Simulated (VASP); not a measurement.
# Li2H (P-3m1) in VASP: vibrations by perturbation theory with PBE

Aim: the vibrations by perturbation theory of Li2H with PBE.

All numbers are computed with VASP 6.6.1; they aren't measurements. Logs are shortened: lines on timing, memory, paths and dates and some standing lists are left out, and cuts for length are marked.

## (1) The cell of the first run

It takes space group P-3m1 (No. 164, trigonal). The conventional cell has a = 2.841 Å, b = 2.841 Å, c = 4.985 Å, α = 90.00°, β = 90.00°, γ = 120.00°. Within 2.7 Å of Li (site symmetry 3m) lie 3 H at 2.02 Å. Within 2.7 Å of H (site symmetry -3m) lie 6 Li at 2.02 Å.

## (2) Vibrations by perturbation theory, PBE

File INCAR:

```
ALGO     = Normal         # electronic algorithm
EDIFF    = 1E-8           # SCF threshold, eV
ENCUT    = 520            # plane-wave cutoff, eV
GGA      = PE             # functional
IBRION   = 8              # ionic algorithm
ISIF     = 2              # what is computed and relaxed
ISMEAR   = -1             # smearing method
LASPH    = T              # aspherical terms in the spheres
LCHARG   = T              # write CHGCAR
LREAL    = F              # projectors in reciprocal space
LWAVE    = F              # write WAVECAR
NBANDS   = 10             # bands
NELM     = 100            # most SCF steps
NSW      = 1              # ionic steps
PREC     = Accurate       # precision mode
SIGMA    = 0.15           # smearing width, eV
```

File KPOINTS:

```
k-points
0
Gamma
  18 18 10
```

File POSCAR:

```
Li2H
1.0
    2.8406248932      0.0000000000      0.0000000000
   -1.4203124466      2.4600533201      0.0000000000
    0.0000000000      0.0000000000      4.9848887092
Li H
2 1
Direct
    0.3333333333      0.6666666667      0.2650201313
    0.6666666667      0.3333333333      0.7349798687
    0.0000000000      0.0000000000      0.5000000000
```

Potentials or basis: VASP PAW PBE potentials, release 64 (Li_sv, H).

The run is started by

```
$ cat potpaw_PBE.64/Li_sv/POTCAR potpaw_PBE.64/H/POTCAR > POTCAR
$ mpirun -np 1 vasp_std > vasp.out
```

OUTCAR:

```text
EDIFF = 1E-8
   ENCUT = 520
   GGA = PE
   IBRION = 8
   ISIF = 2
   ISMEAR = -1
   LASPH = T
   LREAL = F
   NELM = 100
   NSW = 1
   PREC = Accurate

 ion  position               nearest neighbor table
   1  0.333  0.667  0.265-
   2  0.667  0.333  0.735-
   3  0.000  0.000  0.500-

  LATTYP: Found a hexagonal cell.
 ALAT       =     2.8406248932
 C/A-ratio  =     1.7548563772

  Lattice vectors:

 A1 = (   2.8406248932,   0.0000000000,   0.0000000000)
 A2 = (  -1.4203124466,   2.4600533201,   0.0000000000)
 A3 = (   0.0000000000,   0.0000000000,   4.9848887092)

Analysis of symmetry for initial positions (statically):
=====================================================================
 Subroutine PRICEL returns:
 Original cell was already a primitive cell.

 Routine SETGRP: Setting up the symmetry group for a
 hexagonal supercell.

 Subroutine GETGRP returns: Found 12 space group operations
 (whereof 12 operations were pure point group operations)
 out of a pool of 24 trial point group operations.

The static configuration has the point symmetry D_3d.

Analysis of symmetry for dynamics (positions and initial velocities):
=====================================================================
 Subroutine PRICEL returns:
 Original cell was already a primitive cell.

 Routine SETGRP: Setting up the symmetry group for a
 hexagonal supercell.

 Subroutine GETGRP returns: Found 12 space group operations
 (whereof 12 operations were pure point group operations)
 out of a pool of 24 trial point group operations.

The dynamic configuration has the point symmetry D_3d.

 Subroutine INISYM returns: Found 12 space group operations
[... 485 lines left out ...]
     2.840624893  0.000000000  0.000000000     0.352035217  0.203247627  0.000000000
    -1.420312447  2.460053320  0.000000000     0.000000000  0.406495254  0.000000000
     0.000000000  0.000000000  4.984888709     0.000000000  0.000000000  0.200606284

 POSITION                                       TOTAL-FORCE (eV/Angst)
 -----------------------------------------------------------------------------------
     -0.00000      1.64004      1.32110         0.000000      0.000000      0.002970
      1.42031      0.82002      3.66379        -0.000000     -0.000000     -0.002970
      0.00000      0.00000      2.49244        -0.000000      0.000000      0.000000
 -----------------------------------------------------------------------------------
    total drift:                                0.000000      0.000000     -0.000000

  FREE ENERGIE OF THE ION-ELECTRON SYSTEM (eV)
  ---------------------------------------------------
  free  energy   TOTEN  =        -7.9174364812 eV

  energy  without entropy=       -7.8762439031  energy(sigma->0) =       -7.89684019

[... ionic steps 2 to 9 ...]

--------------------------------------- Ionic step       10  -------------------------------------------

------------------------ aborting loop because EDIFF is reached ----------------------------------------

[... ionic steps 11 to 11 ...]

--------------------------------------- Ionic step       12  -------------------------------------------

 Free energy of the ion-electron system (eV)
  ---------------------------------------------------
  ---------------------------------------------------
  free energy    TOTEN  =        -0.01838722 eV

  energy without entropy =       -0.01838721

------------------------ aborting loop because EDIFF is reached ----------------------------------------

 INTERNAL STRAIN TENSOR  FOR ION    3  DIRECTION 3   (eV/Angst):
 -----------------------------------------------------------------------------
    -0.00006  0.00000  0.00000
    -0.00000 -0.00006  0.00000
    -0.00000  0.00000 -0.00134

 INTERNAL STRAIN TENSOR FOR ION    3 for displacements in x,y,z  (eV/Angst):
          X           Y           Z          XY          YZ          ZX
  --------------------------------------------------------------------------------
  x     0.00000     0.00000     0.00000     0.00000     0.00000     0.00000
  y     0.00000     0.00000     0.00000     0.00000     0.00000     0.00000
  z     0.00000     0.00000     0.00000     0.00000     0.00000     0.00000

 SECOND DERIVATIVES (NOT SYMMETRIZED)
 ------------------------------------
               1X          1Y          1Z          2X          2Y          2Z          3X          3Y          3Z
  1X    -0.839653    0.000000    0.000000    0.139884    0.000000    0.000000    0.699769    0.000000    0.000000
  1Y     0.000000   -0.839653    0.000000    0.000000    0.139884    0.000000    0.000000    0.699769    0.000000
  1Z     0.000000    0.000000   -3.048912   -0.000000    0.000000    2.182449    0.000000   -0.000000    0.866463
  2X     0.139884    0.000000    0.000000   -0.839653    0.000000    0.000000    0.699769    0.000000    0.000000
  2Y     0.000000    0.139884    0.000000    0.000000   -0.839653    0.000000    0.000000    0.699769    0.000000
  2Z    -0.000000    0.000000    2.182449    0.000000    0.000000   -3.048912    0.000000   -0.000000    0.866463
  3X     0.717899    0.000000    0.000000    0.717899    0.000000    0.000000   -1.435799    0.000000    0.000000
  3Y     0.000000    0.717899    0.000000    0.000000    0.717899    0.000000    0.000000   -1.435799    0.000000
  3Z     0.000000   -0.000000    0.853628    0.000000   -0.000000    0.853628   -0.000000    0.000000   -1.707256

 Eigenvectors and eigenvalues of the dynamical matrix
 ----------------------------------------------------

   1 f  =   21.153346 THz   132.910391 2PiTHz  705.599662 cm-1    87.483169 meV
             X         Y         Z           dx          dy          dz
     -0.000000  1.640036  1.321096     0.000000    0.000000   -0.183731
      1.420312  0.820018  3.663793     0.000000    0.000000   -0.183731
      0.000000  0.000000  2.492444    -0.000000   -0.000000    0.965653
[... 43 lines left out ...]
   9 f/i=    0.061085 THz     0.383808 2PiTHz    2.037576 cm-1     0.252627 meV
             X         Y         Z           dx          dy          dz
     -0.000000  1.640036  1.321096     0.681893   -0.050142    0.000000
      1.420312  0.820018  3.663793     0.681893   -0.050142    0.000000
      0.000000  0.000000  2.492444     0.254293   -0.018699    0.000000

--------------------------------------------------------------------------------------------------------

 ELASTIC MODULI CONTR FROM IONIC RELAXATION (kBar)
 Direction    XX          YY          ZZ          XY          YZ          ZX
 --------------------------------------------------------------------------------
 XX         -54.9246     49.0777     -8.0125     -0.0000     57.9425      0.0000
 YY          49.0777    -54.9246     -8.0125      0.0000    -57.9425     -0.0000
 ZZ          -8.0125     -8.0125    -21.9607      0.0000      0.0000     -0.0000
 XY          -0.0000      0.0000      0.0000    -52.0011      0.0000     58.0140
 YZ          57.9425    -57.9425      0.0000      0.0000    -64.5628     -0.0000
 ZX           0.0000     -0.0000     -0.0000     58.0140     -0.0000    -64.7222
 --------------------------------------------------------------------------------
```

It took 16 min on 1 thread of AMD EPYC 9R45 (Zen 5), shared host; peak memory 1 GiB.

What came out:

* Highest phonon frequency at Γ: 706 cm⁻¹

Phonon frequencies in cm⁻¹ (negative: imaginary):
```
              q point                       frequencies
(0.000, 0.000, 0.000)  -2 -2 -1 195 195 450 646 646 706
```
